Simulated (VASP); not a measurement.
Here is a VASP 6.6.1 calculation.

Contents of INCAR:

```
ALGO     = Normal         # electronic algorithm
EDIFF    = 1E-6           # SCF threshold, eV
ENCUT    = 750            # plane-wave cutoff, eV
GGA      = PE             # functional
GGA_COMPAT= False        
ISIF     = 2              # what is computed and relaxed
ISMEAR   = 0              # smearing method
LASPH    = True           # aspherical terms in the spheres
LCHARG   = False          # write CHGCAR
LMAXMIX  = 6              # l up to which the mixer works
LREAL    = False          # projectors in reciprocal space
LWAVE    = False          # write WAVECAR
NBANDS   = 17             # bands
NELM     = 200            # most SCF steps
PREC     = Accurate       # precision mode
SIGMA    = 0.15           # smearing width, eV
```

Contents of KPOINTS:

```
k-points
0
Gamma
  3 3 4
```

POSCAR

```
LiTmH4
1.0
    3.2632224875     -2.7379814244      0.0000000000
    3.2632224875      2.7379814244      0.0000000000
    0.0000000000      0.0000000000      3.5989980893
Li Tm H
1 1 4
Direct
    0.5000000000      0.5000000000      0.5000000000
    0.0000000000      0.0000000000      0.0000000000
    0.3288873902      0.3288873902      0.0000000000
    0.1940909076      0.8059090924      0.5000000000
    0.8059090924      0.1940909076      0.5000000000
    0.6711126098      0.6711126098      0.0000000000
```

Potentials or basis: VASP PAW PBE potentials, release 64 (Li_sv, Tm_3, H), 4f in core.

Launch:

```sh
$ cat potpaw_PBE.64/Li_sv/POTCAR potpaw_PBE.64/Tm_3/POTCAR potpaw_PBE.64/H/POTCAR > POTCAR
$ mpirun -np 1 vasp_std > vasp.out
```

(1) Predict the pressure.

(2) What does it give for the band gap on the k mesh?

## Answers

(1) 0.3 GPa.

(2) 0.32 eV (least direct gap 1.60 eV).

Caveat: the k points lie up to 0.50 Å⁻¹ apart; spin-orbit coupling is left out, which moves the levels of the heavy elements; an odd mesh through Γ misses points on the zone boundary, where band edges can lie; the 4f electrons are frozen in the core, so they carry no moment and show no levels.
